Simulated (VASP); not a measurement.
# Hf (P6/mmm) in VASP: notebook

The runs below take Hf through single point, with r2SCAN.

All numbers are computed with VASP 6.6.1; they aren't measurements. Logs are shortened: lines on timing, memory, paths and dates and some standing lists are left out, and cuts for length are marked.

## 1. The cell of the first run

Symmetry: P6/mmm, No. 191, hexagonal system. The conventional cell has a = 4.861 Å, b = 4.861 Å, c = 3.023 Å, α = 90.00°, β = 90.00°, γ = 120.00°. Hf (site symmetry 6/mmm) has 14 Hf at 3.02 to 3.19 Å within 4.0 Å. Within 3.7 Å of Hf (site symmetry -6m2) lie 11 Hf at 2.81 to 3.19 Å.

## 2. Single point, r2SCAN

File POSCAR:

```
Hf
1.0
    4.8610290882      0.0000000000      0.0000000000
   -2.4305145441      4.2097746788      0.0000000000
    0.0000000000      0.0000000000      3.0232302404
Hf
3
Direct
    0.0000000000      0.0000000000      0.0000000000
    0.3333333333      0.6666666667      0.5000000000
    0.6666666667      0.3333333333      0.5000000000
```

File INCAR.step1:

```
ALGO     = Normal         # electronic algorithm
EDIFF    = 1E-4           # SCF threshold, eV
ENCUT    = 520            # plane-wave cutoff, eV
GGA      = PE             # functional
ISMEAR   = -1             # smearing method
LASPH    = True           # aspherical terms in the spheres
LCHARG   = False          # write CHGCAR
LREAL    = False          # projectors in reciprocal space
LWAVE    = True           # write WAVECAR
NBANDS   = 22             # bands
NELM     = 100            # most SCF steps
PREC     = Accurate       # precision mode
SIGMA    = 0.05           # smearing width, eV
```

File INCAR.step2:

```
ALGO     = Normal         # electronic algorithm
EDIFF    = 1E-7           # SCF threshold, eV
ENCUT    = 520            # plane-wave cutoff, eV
ISIF     = 2              # what is computed and relaxed
ISMEAR   = -1             # smearing method
ISTART   = 1            
LASPH    = True           # aspherical terms in the spheres
LCHARG   = True           # write CHGCAR
LELF     = True           # ELF
LMIXTAU  = True         
LREAL    = False          # projectors in reciprocal space
LVHAR    = True         
LWAVE    = False          # write WAVECAR
METAGGA  = R2SCAN         # meta-GGA
NBANDS   = 22             # bands
NELM     = 100            # most SCF steps
PREC     = Accurate       # precision mode
SIGMA    = 0.05           # smearing width, eV
```

File KPOINTS:

```
k-points
0
Gamma
  6 6 9
```

Potentials or basis: VASP PAW PBE potentials, release 64 (Hf_pv).

Command:

```bash
$ cat potpaw_PBE.64/Hf_pv/POTCAR > POTCAR
$ cp INCAR.step1 INCAR
$ mpirun -np 1 vasp_std > vasp.out
$ cp INCAR.step2 INCAR
$ mpirun -np 1 vasp_std > vasp.out
```

OUTCAR:

```text
EDIFF = 1E-7
   ENCUT = 520
   ISIF = 2
   ISMEAR = -1
   ISTART = 1
   LASPH = True
   LREAL = False
   METAGGA = R2SCAN
   NELM = 100
   PREC = Accurate

 ion  position               nearest neighbor table
   1  0.000  0.000  0.000-   2 3.19   3 3.19   2 3.19   3 3.19   2 3.19   2 3.19   3 3.19   3 3.19
                             3 3.19   3 3.19   2 3.19   2 3.19
   2  0.333  0.667  0.500-   3 2.81   3 2.81   3 2.81   1 3.19   1 3.19   1 3.19   1 3.19   1 3.19
                             1 3.19
   3  0.667  0.333  0.500-   2 2.81   2 2.81   2 2.81   1 3.19   1 3.19   1 3.19   1 3.19   1 3.19
                             1 3.19

  LATTYP: Found a hexagonal cell.
 ALAT       =     4.8610290882
 C/A-ratio  =     0.6219321435

  Lattice vectors:

 A1 = (   4.8610290882,   0.0000000000,   0.0000000000)
 A2 = (  -2.4305145441,   4.2097746788,   0.0000000000)
 A3 = (   0.0000000000,   0.0000000000,   3.0232302404)

Analysis of symmetry for initial positions (statically):
=====================================================================
 Subroutine PRICEL returns:
 Original cell was already a primitive cell.

 Routine SETGRP: Setting up the symmetry group for a
 hexagonal supercell.

 Subroutine GETGRP returns: Found 24 space group operations
 (whereof 24 operations were pure point group operations)
 out of a pool of 24 trial point group operations.

The static configuration has the point symmetry D_6h.

Analysis of symmetry for dynamics (positions and initial velocities):
=====================================================================
 Subroutine PRICEL returns:
 Original cell was already a primitive cell.

 Routine SETGRP: Setting up the symmetry group for a
 hexagonal supercell.

 Subroutine GETGRP returns: Found 24 space group operations
 (whereof 24 operations were pure point group operations)
 out of a pool of 24 trial point group operations.

The dynamic configuration has the point symmetry D_6h.

 Subroutine INISYM returns: Found 24 space group operations
 (whereof 24 operations are pure point group operations),
 and found     1 'primitive' translations

----------------------------------------------------------------------------------------

                                     Primitive cell

  volume of cell :      61.8669

  direct lattice vectors                    reciprocal lattice vectors
     4.861029088  0.000000000  0.000000000     0.205717757  0.118771202  0.000000000
[... 80 lines left out ...]
   ISTART =      1    job   : 0-new  1-cont  2-samecut
   ICHARG =      0    charge: 1-file 2-atom 10-const
   ISPIN  =      1    spin polarized calculation?
   LNONCOLLINEAR =      F non collinear calculations
   LSORBIT =      F    spin-orbit coupling
   LASPH  =      T    aspherical Exc in radial PAW
   ENCUT  =  520.0 eV  38.22 Ry    6.18 a.u.   9.04  9.04  5.62*2*pi/ulx,y,z
   NELM   =    100;   NELMIN=  2; NELMDL=  0     # of ELM steps
   EDIFF  = 0.1E-06   stopping-criterion for ELM
   LREAL  =      F    real-space projection
   EDIFFG = 0.1E-05   stopping-criterion for IOM
   NSW    =      0    number of steps for IOM
   IBRION =     -1    ionic relax: 0-MD 1-quasi-New 2-CG
   NFREE  =      0    steps in history (QN), initial steepest desc. (CG)
   ISIF   =      2    stress and relaxation
   ISYM   =      2    0-nonsym 1-usesym 2-fastsym
   POTIM  = 0.5000    time-step for ionic-motion
   TEBEG  =    0.0;   TEEND  =   0.0 temperature during run
   PSTRESS=    0.0 pullay stress
   NELECT =      30.0000    total number of electrons
   NUPDOWN=      -1.0000    fix difference up-down
   EMIN   =  10.00;   EMAX   =-10.00  energy-range for DOS
   EFERMI =   0.00;   METHOD = LEGACY
   ISMEAR =    -1;   SIGMA  =   0.05  broadening in eV -4-tet -1-fermi 0-gaus
   EFERMI_NEDOS =   21; number of points for ismear=-14 and -15
   IALGO  =     38    algorithm
   IMIX   =      4    mixing-type and parameters
     AMIX     =   0.40;   BMIX     =  1.00
     AMIX_MAG =   1.60;   BMIX_MAG =  1.00
  volume/ion in A,a.u.               =      20.62       139.17
  Fermi-wavevector in a.u.,A,eV,Ry     =   1.286162  2.430495 22.506945  1.654214
  Thomas-Fermi vector in A             =   2.418253
   LORBIT       =      0    0 simple, 1 ext, 2 COOP (PROOUT), +10 PAW based schemes
   METAGGA = R2SCAN    functional components
   LHFCALC =     F    Hartree Fock is set to
   AEXX    =    0.0000 exact exchange contribution
   IVDW    =     0    specifies the selected vdW correction
   LEPSILON=     F    determine dielectric tensor
   LRPA    =     F    only Hartree local field effects (RPA)
 non-spin polarized calculation
  energy-cutoff  :      520.00
  volume of cell :       61.87
 maximum number of plane-waves:      1689
   NGX = 19   NGY = 19   NGZ = 11

 number of electron      30.0000002 magnetization

 Free energy of the ion-electron system (eV)
  ---------------------------------------------------
  ext. energy  EPLUGINS =         0.00000000
  ---------------------------------------------------
  free energy    TOTEN  =      -135.26055377 eV

  energy without entropy =     -135.24142018  energy(sigma->0) =     -135.25098698

 E-fermi :   5.2107     XC(G=0): -12.5751

 val. band max:        5.1998457871   @ k =   0.3333   0.3333   0.2222
 cond. band min:       5.2471063518   @ k =   0.5000   0.0000   0.2222
 fundamental gap:      0.0472605647
 Fermi energy:         5.2107494763

 k-point     1 :       0.0000    0.0000    0.0000
  band No.  band energies     occupation
      1     -26.5731      2.00000
      2     -26.5731      2.00000
      3     -26.4816      2.00000
      4     -26.4816      2.00000
      5     -26.0171      2.00000
      6     -25.7538      2.00000
[... 589 lines left out ...]
     21       9.3701      0.00000
     22      10.1888      0.00000

 [... further k-points ...]
[... 5 lines left out ...]
  --------------------------------------------------------------------------------------
  -------------------------------------------------------------------------------------
  Total        3.0336817      3.0336817      3.2032858      0.0000000     -0.0000000     -0.0000000
  in kB       78.5637677     78.5637677     82.9560336      0.0000000     -0.0000000     -0.0000000
  external PRESSURE =      80.0278563 kB  Pullay stress =       0.0000000 kB

 VOLUME and BASIS-vectors are now :
 -----------------------------------------------------------------------------
  energy-cutoff  :      520.00
  volume of cell :       61.87
      direct lattice vectors                 reciprocal lattice vectors
     4.861029088  0.000000000  0.000000000     0.205717757  0.118771202  0.000000000
    -2.430514544  4.209774679  0.000000000     0.000000000  0.237542405  0.000000000
     0.000000000  0.000000000  3.023230240     0.000000000  0.000000000  0.330772029

 POSITION                                       TOTAL-FORCE (eV/Angst)
 -----------------------------------------------------------------------------------
      0.00000      0.00000      0.00000         0.000000      0.000000     -0.000000
     -0.00000      2.80652      1.51162        -0.000000      0.000000      0.000000
      2.43051      1.40326      1.51162         0.000000     -0.000000     -0.000000
 -----------------------------------------------------------------------------------
    total drift:                                0.000000      0.000000     -0.000000

  FREE ENERGIE OF THE ION-ELECTRON SYSTEM (eV)
  ---------------------------------------------------
  free  energy   TOTEN  =      -135.2605537692 eV

  energy  without entropy=     -135.2414201824  energy(sigma->0) =     -135.25098698
```

OUTCAR.step1:

```text
EDIFF = 1E-4
   ENCUT = 520
   GGA = PE
   ISMEAR = -1
   LASPH = True
   LREAL = False
[... 826 lines left out ...]
      0.00000      0.00000      0.00000         0.000000     -0.000000      0.000000
     -0.00000      2.80652      1.51162         0.000000     -0.000000      0.000000
      2.43051      1.40326      1.51162        -0.000000      0.000000     -0.000000
 -----------------------------------------------------------------------------------
    total drift:                                0.000000      0.000000     -0.000000

  FREE ENERGIE OF THE ION-ELECTRON SYSTEM (eV)
  ---------------------------------------------------
  free  energy   TOTEN  =       -29.5169098031 eV

  energy  without entropy=      -29.4937029952  energy(sigma->0) =      -29.50530640
```

OSZICAR.step1:

```text
N       E                     dE             d eps       ncg     rms          rms(c)
DAV:   1     0.996879605259E+02    0.99688E+02   -0.16607E+04  1540   0.131E+03
DAV:   2    -0.249383890555E+02   -0.12463E+03   -0.11789E+03  1798   0.304E+02
DAV:   3    -0.304370304015E+02   -0.54986E+01   -0.51923E+01  2076   0.396E+01
DAV:   4    -0.305192236689E+02   -0.82193E-01   -0.82045E-01  1836   0.492E+00
DAV:   5    -0.305206370494E+02   -0.14134E-02   -0.14132E-02  2034   0.569E-01    0.834E+01
DAV:   6    -0.297833373594E+02    0.73730E+00   -0.64779E-01  1678   0.539E+00    0.491E+01
DAV:   7    -0.295304804491E+02    0.25286E+00   -0.11488E+00  1684   0.648E+00    0.257E+00
DAV:   8    -0.295213540396E+02    0.91264E-02   -0.79580E-02  1966   0.171E+00    0.211E+00
DAV:   9    -0.295168713347E+02    0.44827E-02   -0.21738E-02  1912   0.110E+00    0.762E-01
DAV:  10    -0.295169133891E+02   -0.42054E-04   -0.23229E-03  1868   0.299E-01    0.154E-01
DAV:  11    -0.295169098031E+02    0.35860E-05   -0.50122E-05  1162   0.548E-02
   1 F= -.29516910E+02 E0= -.29505306E+02  d E =-.232068E-01
```

Wall time 92 s (1 thread of Intel Xeon 6975P-C (Granite Rapids), shared host); peak memory 0.19 GiB.

Results:

```yaml
Free_energy: -135.2606 eV
Pressure: 8.0 GPa
Band_gap_on_the_k_mesh: zero (band 15 reaches 5.60 eV, above the bottom of band 16 at 4.70 eV)
```

Caveat: the PAW data sets were made with another functional, which shifts forces and pressure a little; spin-orbit coupling is left out, which moves the levels of the heavy elements.

## 3. Single point, r2SCAN

This run uses another cell than the first one, of 21.06 Å³/atom, 1.021 times its volume.

File POSCAR:

```
Hf
1.0
    4.8952628153      0.0000000000      0.0000000000
   -2.4476314076      4.2394219562      0.0000000000
    0.0000000000      0.0000000000      3.0445212957
Hf
3
Direct
    0.0000000000      0.0000000000      0.0000000000
    0.3333333333      0.6666666667      0.5000000000
    0.6666666667      0.3333333333      0.5000000000
```

File INCAR.step1:

```
SYSTEM = Hf
PREC     = Accurate       ! precision mode
ENCUT    = 520            ! plane-wave cutoff, eV
ISMEAR   = -1             ! smearing method
SIGMA    = 0.05           ! smearing width, eV
LREAL    = .False.        ! projectors in reciprocal space
LASPH    = .True.         ! aspherical terms in the spheres
NELM     = 80             ! most SCF steps
NBANDS   = 22             ! bands
GGA      = PE             ! functional
ALGO     = Normal         ! electronic algorithm
EDIFF    = 1E-4           ! SCF threshold, eV
LWAVE    = .True.         ! write WAVECAR
LCHARG   = .False.        ! write CHGCAR
```

File INCAR.step2:

```
SYSTEM = Hf
PREC     = Accurate       ! precision mode
ENCUT    = 520            ! plane-wave cutoff, eV
EDIFF    = 1E-6           ! SCF threshold, eV
ISMEAR   = -1             ! smearing method
SIGMA    = 0.05           ! smearing width, eV
LREAL    = .False.        ! projectors in reciprocal space
LASPH    = .True.         ! aspherical terms in the spheres
NELM     = 80             ! most SCF steps
ALGO     = Normal         ! electronic algorithm
ISIF     = 2              ! what is computed and relaxed
LWAVE    = .False.        ! write WAVECAR
LCHARG   = .True.         ! write CHGCAR
METAGGA  = R2SCAN         ! meta-GGA
LMIXTAU  = .True.       
LELF     = .True.         ! ELF
LVHAR    = .True.       
NBANDS   = 22             ! bands
ISTART   = 1
```

File KPOINTS:

```
regular mesh
0
Gamma
  6 6 9
  0 0 0
```

Potentials or basis: VASP PAW PBE potentials, release 64 (Hf_pv).

Command:

```bash
$ cat potpaw_PBE.64/Hf_pv/POTCAR > POTCAR
$ cp INCAR.step1 INCAR
$ mpirun -np 1 vasp_std > vasp.out
$ cp INCAR.step2 INCAR
$ mpirun -np 1 vasp_std > vasp.out
```

Run time: 85 s. Hardware: 1 thread of Intel Xeon 6975P-C (Granite Rapids), shared host; peak memory 0.2 GiB.

It converged, with:

| Property | Result |
| --- | --- |
| Free energy | -135.3146 eV |
| Pressure | 5.1 GPa |
| Band gap on the k mesh | zero (band 15 reaches 5.45 eV, above the bottom of band 16 at 4.55 eV) |

Stress tensor (GPa, compression positive):
```
5.08 0.00 0.00
0.00 5.08 0.00
0.00 0.00 5.28
```

Levels at points of the mesh, in eV from the Fermi level:
```csv
k point,band 12,band 13,band 14,band 15,band 16,band 17,band 18,band 19
"(0.00, 0.00, 0.00)",-0.79,-0.79,-0.70,-0.70,-0.51,1.38,2.45,2.45
"(0.50, 0.00, 0.00)",-3.80,-0.53,-0.37,-0.35,0.22,1.05,1.06,1.80
```

Caveat: the PAW data sets were made with another functional, which shifts forces and pressure a little; spin-orbit coupling is left out, which moves the levels of the heavy elements.

## 4. Single point, r2SCAN

This run uses another cell than the first one, of 21.50 Å³/atom, 1.043 times its volume.

File POSCAR:

```
Hf
1.0
    4.9290243154      0.0000000000      0.0000000000
   -2.4645121577      4.2686602729      0.0000000000
    0.0000000000      0.0000000000      3.0655186578
Hf
3
Direct
    0.0000000000      0.0000000000      0.0000000000
    0.3333333333      0.6666666667      0.5000000000
    0.6666666667      0.3333333333      0.5000000000
```

File INCAR.step1:

```
PREC = Accurate
ENCUT = 520
ISMEAR = -1
SIGMA = 0.05
LREAL = False
LASPH = True
NELM = 100
NBANDS = 22
GGA = PE
ALGO = Normal
EDIFF = 1E-4
LWAVE = True
LCHARG = False
```

File INCAR.step2:

```
PREC = Accurate
ENCUT = 520
EDIFF = 1E-6
ISMEAR = -1
SIGMA = 0.05
LREAL = False
LASPH = True
NELM = 100
ALGO = Normal
ISIF = 2
LWAVE = False
LCHARG = False
METAGGA = R2SCAN
LMIXTAU = True
NBANDS = 22
ISTART = 1
```

File KPOINTS:

```
regular mesh
0
Gamma
  6 6 9
```

Command:

```bash
$ cat potpaw_PBE.64/Hf_pv/POTCAR > POTCAR
$ cp INCAR.step1 INCAR
$ mpirun -np 1 vasp_std > vasp.out
$ cp INCAR.step2 INCAR
$ mpirun -np 1 vasp_std > vasp.out
```

Run time: 1.7 min. Hardware: 1 thread of Intel Xeon 6975P-C (Granite Rapids), shared host; peak memory 0.2 GiB.

Results (log left out):

```yaml
Free_energy: -135.3462 eV
Pressure: 2.5 GPa
Band_gap_on_the_k_mesh: zero (band 15 reaches 5.31 eV, above the bottom of band 16 at 4.40 eV)
```

Levels at points of the mesh, in eV from the Fermi level:
| k point | band 11 | band 12 | band 13 | band 14 | band 15 | band 16 | band 17 | band 18 | band 19 | band 20 |
| --- | --- | --- | --- | --- | --- | --- | --- | --- | --- | --- |
| (0.00, 0.00, 0.00) | -2.64 | -0.79 | -0.79 | -0.71 | -0.71 | -0.51 | 1.37 | 2.42 | 2.42 | 3.18 |
| (0.50, 0.00, 0.00) | -4.78 | -3.73 | -0.49 | -0.34 | -0.33 | 0.24 | 0.97 | 1.05 | 1.79 | 3.29 |

Caveat: the PAW data sets were made with another functional, which shifts forces and pressure a little; spin-orbit coupling is left out, which moves the levels of the heavy elements.

## 5. Single point, r2SCAN

This run uses another cell than the first one, of 21.94 Å³/atom, 1.064 times its volume.

File POSCAR:

```
Hf
1.0
    4.9623295440      0.0000000000      0.0000000000
   -2.4811647720      4.2975034470      0.0000000000
    0.0000000000      0.0000000000      3.0862322500
Hf
3
Direct
    0.0000000000      0.0000000000      0.0000000000
    0.3333333333      0.6666666667      0.5000000000
    0.6666666667      0.3333333333      0.5000000000
```

File INCAR.step1:

```
PREC = Accurate
ENCUT = 520
ISMEAR = -1
SIGMA = 0.05
LREAL = F
LASPH = T
NELM = 60
NBANDS = 22
GGA = PE
ALGO = Normal
EDIFF = 1E-4
LWAVE = T
LCHARG = F
```

File INCAR.step2:

```
PREC = Accurate
ENCUT = 520
EDIFF = 1E-7
ISMEAR = -1
SIGMA = 0.05
LREAL = F
LASPH = T
NELM = 60
ALGO = Normal
ISIF = 2
LWAVE = F
LCHARG = F
METAGGA = R2SCAN
LMIXTAU = T
NBANDS = 22
ISTART = 1
```

KPOINTS is that of step 4.

Command:

```bash
$ cat potpaw_PBE.64/Hf_pv/POTCAR > POTCAR
$ cp INCAR.step1 INCAR
$ mpirun -np 1 vasp_std > vasp.out
$ cp INCAR.step2 INCAR
$ mpirun -np 1 vasp_std > vasp.out
```

Wall time 1.9 min (1 thread of Intel Xeon 6975P-C (Granite Rapids), shared host); peak memory 0.21 GiB.

Results (log left out):

```
Free energy            : -135.3571 eV
Pressure               : 0.1 GPa
Band gap on the k mesh : zero (band 15 reaches 5.16 eV, above the bottom of band 16 at 4.26 eV)
```

Stress tensor (GPa, compression positive):
```
0.19 0.00 0.00
0.00 0.19 0.00
0.00 0.00 0.01
```

Levels at points of the mesh, in eV from the Fermi level:
```tsv
k point	band 13	band 14	band 15	band 16	band 17	band 18
(0.00, 0.00, 0.00)	-0.79	-0.71	-0.71	-0.51	1.35	2.39
(0.50, 0.00, 0.00)	-0.46	-0.30	-0.30	0.26	0.88	1.05
```

Caveat: the PAW data sets were made with another functional, which shifts forces and pressure a little; spin-orbit coupling is left out, which moves the levels of the heavy elements.

## 6. Overview

| cell | gap on the mesh (eV) | pressure (GPa) |
| --- | --- | --- |
| a = 4.861, b = 4.861, c = 3.023 Å, angles 90.0, 90.0, 120.0°, 3 atoms | none | 8.0 |
| a = 4.895, b = 4.895, c = 3.045 Å, angles 90.0, 90.0, 120.0°, 3 atoms | none | 5.1 |
| a = 4.929, b = 4.929, c = 3.066 Å, angles 90.0, 90.0, 120.0°, 3 atoms | none | 2.5 |
| a = 4.962, b = 4.962, c = 3.086 Å, angles 90.0, 90.0, 120.0°, 3 atoms | none | 0.1 |

Alike in all rows: task single point; level r2SCAN; potentials or basis VASP PAW PBE potentials, release 64 (Hf_pv); no spin polarisation; k mesh 6 × 6 × 9; cutoff (eV) 520; smearing fermi-dirac 0.05 eV.

Caveats: the PAW data sets were made with another functional, which shifts forces and pressure a little; spin-orbit coupling is left out, which moves the levels of the heavy elements.

Total energies depend on the potentials used, so only differences within one code and one set of settings carry meaning.
